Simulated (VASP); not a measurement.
# Y6Sb2Mo in VASP: single point with PBEsol

Aim: the single point of Y6Sb2Mo with PBEsol.

Everything below comes from runs of VASP 6.6.1. Logs are shortened: lines on timing, memory, paths and dates and some standing lists are left out, and cuts for length are marked.

### Step 1. The cell of the first run

The typed cell holds 9 atoms: a = 8.101 Å, b = 8.101 Å, c = 4.164 Å, α = 90.00°, β = 90.00°, γ = 120.00°.

### Step 2. Single point, PBEsol

INCAR reads:

```
  PREC = Accurate
  ENCUT = 520
  EDIFF = 1E-6
  ISMEAR = -1
  SIGMA = 0.1
  LREAL = False
  LASPH = True
  NELM = 100
  ALGO = Normal
  ISIF = 2
  LWAVE = False
  LCHARG = False
  GGA = PS
  NBANDS = 55
```

KPOINTS reads:

```
Automatic mesh
0
Gamma
  5 5 8
```

POSCAR reads:

```
Y6Sb2Mo
1.0
    8.1011510000      0.0000000000      0.0000000000
   -4.0505760000      7.0158080000      0.0000000000
    0.0000000000      0.0000000000      4.1637810000
Y Mo Sb
6 1 2
Direct
    0.2360000000      0.0000000000      0.0000000000
    0.7640000000      0.7640000000      0.0000000000
    0.0000000000      0.2360000000      0.0000000000
    0.5970000000      0.0000000000      0.5000000000
    0.4030000000      0.4030000000      0.5000000000
    0.0000000000      0.5970000000      0.5000000000
    0.0000000000      0.0000000000      0.5000000000
    0.3333000000      0.6667000000      0.0000000000
    0.6667000000      0.3333000000      0.0000000000
```

Potentials or basis: VASP PAW PBE potentials, release 64 (Y_sv, Mo_sv, Sb).

Launch:

```sh
> cat potpaw_PBE.64/Y_sv/POTCAR potpaw_PBE.64/Mo_sv/POTCAR potpaw_PBE.64/Sb/POTCAR > POTCAR
> mpirun -np 1 vasp_std > vasp.out
```

OUTCAR:

```text
PREC = Accurate
   ENCUT = 520
   EDIFF = 1E-6
   ISMEAR = -1
   LREAL = False
   LASPH = True
   NELM = 100
   ISIF = 2
   GGA = PS

 ion  position               nearest neighbor table
   1  0.236  0.000  0.000-   7 2.83   7 2.83   8 3.17   9 3.17   2 3.31   3 3.31   6 3.52   6 3.52
                             5 3.52   5 3.52   4 3.59   4 3.59
   2  0.764  0.764  0.000-   7 2.83   7 2.83   8 3.17   9 3.17   1 3.31   3 3.31   6 3.52   6 3.52
                             4 3.52   4 3.52   5 3.59   5 3.59
   3  0.000  0.236  0.000-   7 2.83   7 2.83   9 3.17   8 3.17   1 3.31   2 3.31   5 3.52   5 3.52
                             4 3.52   4 3.52   6 3.59   6 3.59
   4  0.597  0.000  0.500-   9 3.23   9 3.23   8 3.23   8 3.23   7 3.26   3 3.52   3 3.52   2 3.52
                             2 3.52   1 3.59   1 3.59   6 4.27   5 4.27   6 4.27   5 4.27
   5  0.403  0.403  0.500-   9 3.23   9 3.23   8 3.23   8 3.23   7 3.26   3 3.52   3 3.52   1 3.52
                             1 3.52   2 3.59   2 3.59   6 4.27   6 4.27   4 4.27   4 4.27
   6  0.000  0.597  0.500-   8 3.23   8 3.23   9 3.23   9 3.23   7 3.26   2 3.52   2 3.52   1 3.52
                             1 3.52   3 3.59   3 3.59   5 4.27   5 4.27   4 4.27   4 4.27
   7  0.000  0.000  0.500-   1 2.83   1 2.83   2 2.83   2 2.83   3 2.83   3 2.83   4 3.26   5 3.26
                             6 3.26
   8  0.333  0.667  0.000-   1 3.17   3 3.17   2 3.17   6 3.23   6 3.23   4 3.23   4 3.23   5 3.23
                             5 3.23
   9  0.667  0.333  0.000-   3 3.17   1 3.17   2 3.17   4 3.23   4 3.23   6 3.23   6 3.23   5 3.23
                             5 3.23

  LATTYP: Found a hexagonal cell.
 ALAT       =     8.1011510000
 C/A-ratio  =     0.5139740020

  Lattice vectors:

 A1 = (   8.1011510000,   0.0000000000,   0.0000000000)
 A2 = (  -4.0505760000,   7.0158080000,   0.0000000000)
 A3 = (   0.0000000000,   0.0000000000,   4.1637810000)

Analysis of symmetry for initial positions (statically):
=====================================================================
 Subroutine PRICEL returns:
 Original cell was already a primitive cell.

 Routine SETGRP: Setting up the symmetry group for a
 hexagonal supercell.

 Subroutine GETGRP returns: Found  4 space group operations
 (whereof  4 operations were pure point group operations)
 out of a pool of 24 trial point group operations.

The static configuration has the point symmetry C_2v.

Analysis of symmetry for dynamics (positions and initial velocities):
=====================================================================
 Subroutine PRICEL returns:
 Original cell was already a primitive cell.

 Routine SETGRP: Setting up the symmetry group for a
 hexagonal supercell.

 Subroutine GETGRP returns: Found  4 space group operations
 (whereof  4 operations were pure point group operations)
 out of a pool of 24 trial point group operations.

The dynamic configuration has the point symmetry C_2v.

 Subroutine INISYM returns: Found  4 space group operations
 (whereof  4 operations are pure point group operations),
 and found     1 'primitive' translations

----------------------------------------------------------------------------------------

                                     Primitive cell

  volume of cell :     236.6532

  direct lattice vectors                    reciprocal lattice vectors
     8.101151000  0.000000000  0.000000000     0.123439250  0.071267638  0.000000000
    -4.050576000  7.015808000  0.000000000     0.000000000  0.142535258  0.000000000
     0.000000000  0.000000000  4.163781000     0.000000000  0.000000000  0.240166330

  length of vectors
     8.101151000  8.101155956  4.163781000     0.142535345  0.142535258  0.240166330

  position of ions in fractional coordinates (direct lattice)
     0.236000000  0.000000000  0.000000000
     0.764000000  0.764000000  0.000000000
     0.000000000  0.236000000  0.000000000
     0.597000000  0.000000000  0.500000000
     0.403000000  0.403000000  0.500000000
     0.000000000  0.597000000  0.500000000
     0.000000000  0.000000000  0.500000000
     0.333300000  0.666700000  0.000000000
     0.666700000  0.333300000  0.000000000

  ion indices of the primitive-cell ions
   primitive index   ion index
                 1           1
                 2           2
                 3           3
                 4           4
                 5           5
                 6           6
                 7           7
                 8           8
                 9           9

----------------------------------------------------------------------------------------

 KPOINTS: Automatic mesh

Automatic generation of k-mesh.
 Grid dimensions read from file:
 generate k-points for:    5    5    8

 Generating k-lattice:

  Cartesian coordinates                     Fractional coordinates (reciprocal lattice)
     0.024687850  0.014253528  0.000000000     0.200000000 -0.000000000  0.000000000
     0.000000000  0.028507052  0.000000000     0.000000000  0.200000000  0.000000000
     0.000000000  0.000000000  0.030020791     0.000000000  0.000000000  0.125000000

  Length of vectors
     0.028507069  0.028507052  0.030020791

  Shift w.r.t. Gamma in fractional coordinates (k-lattice)
     0.000000000  0.000000000  0.000000000

 Subroutine IBZKPT returns following result:
 ===========================================

 Found     45 irreducible k-points:

 Following reciprocal coordinates:
            Coordinates               Weight
  0.000000  0.000000  0.000000      1.000000
  0.200000 -0.000000  0.000000      4.000000
 -0.200000  0.200000  0.000000      2.000000
  0.400000 -0.000000  0.000000      4.000000
 -0.400000  0.400000  0.000000      2.000000
  0.200000  0.200000  0.000000      2.000000
[... 16 lines left out ...]
 -0.400000  0.400000  0.250000      4.000000
  0.200000  0.200000  0.250000      4.000000
 [... further k-points ...]
   k-points           NKPTS =     45   k-points in BZ     NKDIM =     45   number of bands    NBANDS=     55
   number of dos      NEDOS =    301   number of ions     NIONS =      9
   total plane-waves  NPLWV = 115200
   dimension x,y,z NGX =    60 NGY =   60 NGZ =   32
   dimension x,y,z NGXF=   120 NGYF=  120 NGZF=   64
   ions per type =               6   1   2
   NGX,Y,Z   is equivalent  to a cutoff of  12.31, 12.31, 12.78 a.u.
   NGXF,Y,Z  is equivalent  to a cutoff of  24.63, 24.63, 25.55 a.u.
 SYSTEM =  unknown system
   PREC   = accura    normal or accurate (medium, high low for compatibility)
   ISTART =      0    job   : 0-new  1-cont  2-samecut
   ICHARG =      2    charge: 1-file 2-atom 10-const
   ISPIN  =      1    spin polarized calculation?
   LNONCOLLINEAR =      F non collinear calculations
   LSORBIT =      F    spin-orbit coupling
   LASPH  =      T    aspherical Exc in radial PAW
   ENCUT  =  520.0 eV  38.22 Ry    6.18 a.u.  15.06 15.06  7.74*2*pi/ulx,y,z
   NELM   =    100;   NELMIN=  2; NELMDL= -5     # of ELM steps
   EDIFF  = 0.1E-05   stopping-criterion for ELM
   LREAL  =      F    real-space projection
   EDIFFG = 0.1E-04   stopping-criterion for IOM
   NSW    =      0    number of steps for IOM
   IBRION =     -1    ionic relax: 0-MD 1-quasi-New 2-CG
   NFREE  =      0    steps in history (QN), initial steepest desc. (CG)
   ISIF   =      2    stress and relaxation
   ISYM   =      2    0-nonsym 1-usesym 2-fastsym
   POTIM  = 0.5000    time-step for ionic-motion
   TEBEG  =    0.0;   TEEND  =   0.0 temperature during run
   PSTRESS=    0.0 pullay stress
   NELECT =      90.0000    total number of electrons
   NUPDOWN=      -1.0000    fix difference up-down
   EMIN   =  10.00;   EMAX   =-10.00  energy-range for DOS
   EFERMI =   0.00;   METHOD = LEGACY
   ISMEAR =    -1;   SIGMA  =   0.10  broadening in eV -4-tet -1-fermi 0-gaus
   EFERMI_NEDOS =   21; number of points for ismear=-14 and -15
   IALGO  =     38    algorithm
   IMIX   =      4    mixing-type and parameters
     AMIX     =   0.40;   BMIX     =  1.00
     AMIX_MAG =   1.60;   BMIX_MAG =  1.00
  volume/ion in A,a.u.               =      26.29       177.45
  Fermi-wavevector in a.u.,A,eV,Ry     =   1.186092  2.241388 19.140857  1.406813
  Thomas-Fermi vector in A             =   2.322272
   LORBIT       =      0    0 simple, 1 ext, 2 COOP (PROOUT), +10 PAW based schemes
   GGA     = PS    functional components
   LHFCALC =     F    Hartree Fock is set to
   AEXX    =    0.0000 exact exchange contribution
   IVDW    =     0    specifies the selected vdW correction
   LEPSILON=     F    determine dielectric tensor
   LRPA    =     F    only Hartree local field effects (RPA)
 non-spin polarized calculation
  energy-cutoff  :      520.00
  volume of cell :      236.65
 maximum number of plane-waves:      6448
   NGX = 31   NGY = 31   NGZ = 15

 number of electron      89.9999997 magnetization

 Free energy of the ion-electron system (eV)
  ---------------------------------------------------
  ext. energy  EPLUGINS =         0.00000000
  ---------------------------------------------------
  free energy    TOTEN  =       -66.92266727 eV

  energy without entropy =      -66.67686637  energy(sigma->0) =      -66.79976682

 E-fermi :   5.2886     XC(G=0): -10.4035

 val. band max:        5.2821088373   @ k =  -0.2000   0.2000   0.5000
 cond. band min:       5.3218531059   @ k =   0.2000  -0.0000   0.3750
 fundamental gap:      0.0397442686
 Fermi energy:         5.2886193037

 k-point     1 :       0.0000    0.0000    0.0000
  band No.  band energies     occupation
      1     -54.5619      2.00000
      2     -37.3698      2.00000
      3     -37.3648      2.00000
      4     -37.3644      2.00000
      5     -36.6027      2.00000
      6     -36.5647      2.00000
[... 47 lines left out ...]
     54       7.5017      0.00000
     55       7.5025      0.00000

 k-point     2 :       0.2000   -0.0000    0.0000
  band No.  band energies     occupation
      1     -54.5619      2.00000
      2     -37.3693      2.00000
      3     -37.3650      2.00000
      4     -37.3646      2.00000
      5     -36.6030      2.00000
      6     -36.5646      2.00000
[... 47 lines left out ...]
     54       7.4292      0.00000
     55       7.4826      0.00000

 k-point     3 :      -0.2000    0.2000    0.0000
  band No.  band energies     occupation
      1     -54.5619      2.00000
      2     -37.3693      2.00000
      3     -37.3652      2.00000
      4     -37.3645      2.00000
      5     -36.6030      2.00000
      6     -36.5646      2.00000
[... 1152 lines left out ...]
 k-point    23 :      -0.4000    0.4000    0.2500
  band No.  band energies     occupation
      1     -54.5615      2.00000
      2     -37.3658      2.00000
      3     -37.3644      2.00000
      4     -37.3628      2.00000
      5     -36.6070      2.00000
      6     -36.5617      2.00000
[... 47 lines left out ...]
     54       7.6640      0.00000
     55       7.7291      0.00000

 k-point    24 :       0.2000    0.2000    0.2500
  band No.  band energies     occupation
      1     -54.5615      2.00000
      2     -37.3662      2.00000
      3     -37.3636      2.00000
      4     -37.3632      2.00000
      5     -36.6070      2.00000
      6     -36.5615      2.00000
[... 47 lines left out ...]
     54       7.4299      0.00000
     55       7.7959      0.00000

 [... further k-points ...]
[... 5 lines left out ...]
  --------------------------------------------------------------------------------------
  -------------------------------------------------------------------------------------
  Total        1.3120443      1.3095650      3.2562768     -0.0021490      0.0000000      0.0000000
  in kB        8.8827368      8.8659511     22.0454821     -0.0145494      0.0000000      0.0000000
  external PRESSURE =      13.2647233 kB  Pullay stress =       0.0000000 kB

 VOLUME and BASIS-vectors are now :
 -----------------------------------------------------------------------------
  energy-cutoff  :      520.00
  volume of cell :      236.65
      direct lattice vectors                 reciprocal lattice vectors
     8.101151000  0.000000000  0.000000000     0.123439250  0.071267638  0.000000000
    -4.050576000  7.015808000  0.000000000     0.000000000  0.142535258  0.000000000
     0.000000000  0.000000000  4.163781000     0.000000000  0.000000000  0.240166330

 POSITION                                       TOTAL-FORCE (eV/Angst)
 -----------------------------------------------------------------------------------
      1.91187      0.00000      0.00000         0.402413      0.000987      0.000000
      3.09464      5.36008      0.00000        -0.201900     -0.349701      0.000000
     -0.95594      1.65573      0.00000        -0.200352      0.348994      0.000000
      4.83639      0.00000      2.08189         0.017383     -0.000272      0.000000
      1.63238      2.82737      2.08189        -0.008415     -0.014575      0.000000
     -2.41819      4.18844      2.08189        -0.008927      0.014918      0.000000
      0.00000      0.00000      2.08189        -0.000097     -0.000168      0.000000
     -0.00041      4.67744      0.00000         0.002484     -0.001556      0.000000
      4.05098      2.33837      0.00000        -0.002590      0.001373      0.000000
 -----------------------------------------------------------------------------------
    total drift:                                0.000054      0.000097      0.000000

  FREE ENERGIE OF THE ION-ELECTRON SYSTEM (eV)
  ---------------------------------------------------
  free  energy   TOTEN  =       -66.9226672723 eV

  energy  without entropy=      -66.6768663659  energy(sigma->0) =      -66.79976682
```

It took 12 min on 1 thread of Intel Xeon Platinum 8259CL at 2.50GHz (Skylake/Cascade Lake), shared host; peak memory 0.67 GiB.

What came out:

```
Free energy            : -66.9227 eV
Pressure               : 1.3 GPa
Largest force          : 0.404 eV/Å
Band gap on the k mesh : zero (bands 45 and 46 overlap by 0.28 eV)
```

Forces in eV/Å, atoms in the order of the input:
```
Y    0.402  0.001  0.000
Y   -0.202 -0.350  0.000
Y   -0.200  0.349  0.000
Y    0.017  0.000  0.000
Y   -0.008 -0.015  0.000
Y   -0.009  0.015  0.000
Mo   0.000  0.000  0.000
Sb   0.002 -0.002  0.000
Sb  -0.003  0.001  0.000
```

Caveat: the PAW data sets were made with another functional, which shifts forces and pressure a little; spin-orbit coupling is left out, which moves the levels of the heavy elements.

The gap in the log of VASP goes by the Fermi energy; the results here count the filled bands.